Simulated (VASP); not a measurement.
# Si5Ge: relaxation of cell and atoms with PBE

Crystal: Si5Ge.

```xyz
6
Lattice="2.9248 0.0000 0.0000 -1.4624 2.5329 0.0000 0.0000 0.0000 12.7299" Properties=species:S:1:pos:R:3 pbc="T T T"
Si    1.4624    0.8443   10.7697
Si    1.4624    0.8443    1.9602
Si    0.0000    1.6886    8.7663
Si    0.0000    1.6886    0.0000
Si    0.0000    1.6886    3.9636
Ge    1.4624    0.8443    6.3649
```

```yaml
Program: VASP 6.6.1
Task: relaxation of cell and atoms
Functional: PBE
Potentials_or_basis: VASP PAW PBE potentials, release 64 (Si, Ge_d)
Cutoff: 600 eV
k_mesh: 12 × 12 × 4
Occupations: gaussian, width 0.1 eV
Spin: no spin polarisation
Dipole_correction: no
Further_INCAR_settings: ALGO = Normal; EDIFF = 1e-07; IBRION = 2; EDIFFG = -0.01; NSW = 100; ISIF = 3
```

```
Relaxed volume                         : 15.57 Å³/atom
Relaxed cell                           : a = 2.919 Å, b = 2.919 Å, c = 12.666 Å, α = 90.00°, β = 90.00°, γ = 120.00°
Space group after relaxing (to 0.05 Å) : P-6m2 (No. 187)
Energy gained by relaxing              : 2.4 meV/atom
Ionic steps                            : 14
Pressure after relaxing                : 0.0 GPa
```

Forces in eV/Å, atoms in the order of the input:
```
Si   0.000  0.000  0.002
Si   0.000  0.000 -0.002
Si   0.000  0.000  0.002
Si   0.000  0.000  0.000
Si   0.000  0.000 -0.002
Ge   0.000  0.000  0.000
```

The path:
```
step  energy change (eV)  largest force (eV/Å)  pressure (GPa)  volume (Å³)
   1              0.0000                0.1589           -0.15        94.30
   2             -0.0027                0.1434           -0.07        94.10
   3             -0.0076                0.0970            0.24        93.50
   4             -0.0014                0.2344            1.17        92.30
   5             -0.0082                0.1260            0.44        93.24
   6             -0.0101                0.1214            0.18        93.47
   7             -0.0117                0.1095           -0.34        93.96
   8             -0.0134                0.0703           -0.23        93.75
   9             -0.0142                0.0279            0.00        93.44
  10             -0.0142                0.0282           -0.02        93.47
  11             -0.0144                0.0199            0.00        93.46
  12             -0.0144                0.0142            0.00        93.45
  13             -0.0144                0.0134            0.00        93.44
  14             -0.0145                0.0024            0.01        93.44
```

Final structure:
```xyz
6
Lattice="2.9186 0.0000 0.0000 -1.4593 2.5276 0.0000 0.0000 0.0000 12.6659" Properties=species:S:1:pos:R:3 pbc="T T T"
Si    1.4593    0.8425   10.6754
Si    1.4593    0.8425    1.9905
Si    0.0000    1.6851    8.6510
Si    0.0000    1.6851    0.0000
Si    0.0000    1.6851    4.0149
Ge    1.4593    0.8425    6.3330
```

Levels at points of the mesh, in eV from the Fermi level:
| k point | band 14 | band 15 | band 16 | band 17 | band 18 | band 19 | band 20 | band 21 |
| --- | --- | --- | --- | --- | --- | --- | --- | --- |
| (0.00, 0.00, 0.00) | 0.30 | 5.39 | 5.39 | 6.17 | 6.17 | 6.86 | 6.86 | 7.15 |
| (0.50, 0.00, 0.00) | -4.37 | -3.98 | -1.33 | -0.51 | -0.18 | 0.60 | 1.36 | 2.21 |
| (0.00, 0.00, 0.50) | 3.66 | 3.87 | 5.41 | 5.41 | 6.04 | 6.04 | 7.21 | 7.21 |
| (0.50, 0.00, 0.50) | -3.66 | -2.98 | -2.58 | -1.81 | 1.37 | 1.40 | 2.00 | 2.31 |

Run time: 14 min on 1 thread of Intel(R) Xeon(R) 6975P-C (Granite Rapids) (shared host), peak memory 0.34 GiB.

Caveat: the bands computed are all filled at some k points, so no gap is given.
